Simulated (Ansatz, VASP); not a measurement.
## TaN in VASP and in Ansatz

Contents of INCAR:

```
SYSTEM = TaN
ALGO = Normal ; EDIFF = 1E-8
ENCUT = 520 ; GGA = PS
ISIF = 2 ; ISMEAR = -1
LASPH = .TRUE. ; LCHARG = .FALSE.
LEFG = .TRUE. ; LREAL = .FALSE.
LWAVE = .FALSE. ; NBANDS = 33
NELM = 80 ; PREC = Accurate
SIGMA = 0.01
```

The input KPOINTS:

```
k-points
0
G
  6 6 9
  0 0 0
```

Contents of POSCAR:

```
TaN
1.0
    5.1960008669     -0.0779400130     -0.0779400130
   -2.6654984646      4.5388387553     -0.0285280247
   -0.0436650000     -0.0436650000      2.9110000000
Ta N
3 3
Direct
    0.3333333333      0.6666666667      0.5000000000
    0.6666666667      0.3333333333      0.5000000000
    0.0000000000      0.0000000000      0.0000000000
    0.3928500000      0.0000000000      0.0000000000
    0.6071500000      0.6071500000      0.0000000000
    0.0000000000      0.3928500000      0.0000000000
```

Input for Ansatz:

```yaml
crystal:
  lattice:
    - [5.1960008669, -0.077940013, -0.077940013]
    - [-2.6654984646, 4.5388387553, -0.0285280247]
    - [-0.043665, -0.043665, 2.911]
  atoms:
    - { symbol: Ta, position: [0.3333333333, 0.6666666667, 0.5] }
    - { symbol: Ta, position: [0.6666666667, 0.3333333333, 0.5] }
    - { symbol: Ta, position: [0.0, 0.0, 0.0] }
    - { symbol: "N", position: [0.39285, 0.0, 0.0] }
    - { symbol: "N", position: [0.60715, 0.60715, 0.0] }
    - { symbol: "N", position: [0.0, 0.39285, 0.0] }
kpoints:
  mp_grid: { grid: [6, 6, 9] }
scf:
  occupations: { method: fermi_dirac, width: 0.01 }
hamiltonian:
  xc: pbesol
  pseudopotentials: { kind: all_electron, datasets: crystal }
output:
  forces: true
  stress: true
  eigenvalues: true
  efg: { contact_densities: true }
```

Change from the starting cell: equal xy, yz and zx shear strains of -3 %, crystal datasets.

Alike in both runs: task electric field gradients; functional PBEsol; k mesh 6 × 6 × 9; occupations fermi-dirac, width 0.01 eV; no spin polarisation.

```csv
,VASP,Ansatz
version,VASP 6.6.1,Ansatz 0.2.0
potentials or method,"VASP PAW PBE potentials, release 64 (Ta_pv, N), cutoff 520 eV","all-electron PAW with datasets made for the crystal, scalar-relativistic"
```

VASP gave:

| Quantity | Value |
| --- | --- |
| pressure (GPa) | -2.1 |
| traceless stress, the component that is largest in VASP (GPa) | 6.30 |
| rms of the force components (eV/Å) | 0.180 |
| size of Vzz on the site where it differs most (V/Å²) | 182.4 |

Problem. What did Ansatz give for the same quantities?

Solution. Pressure (GPa): -3.0; traceless stress, the component that is largest in VASP (GPa): 6.21; rms of the force components (eV/Å): 0.171; size of Vzz on the site where it differs most (V/Å²): 115.2.

VASP's potentials were made for PBE, not for PBEsol. Atom by atom the forces differ by 0.013 eV/Å (rms over components). Ansatz ran all-electron here, and VASP with PAW potentials.

Spin-orbit coupling is off throughout.
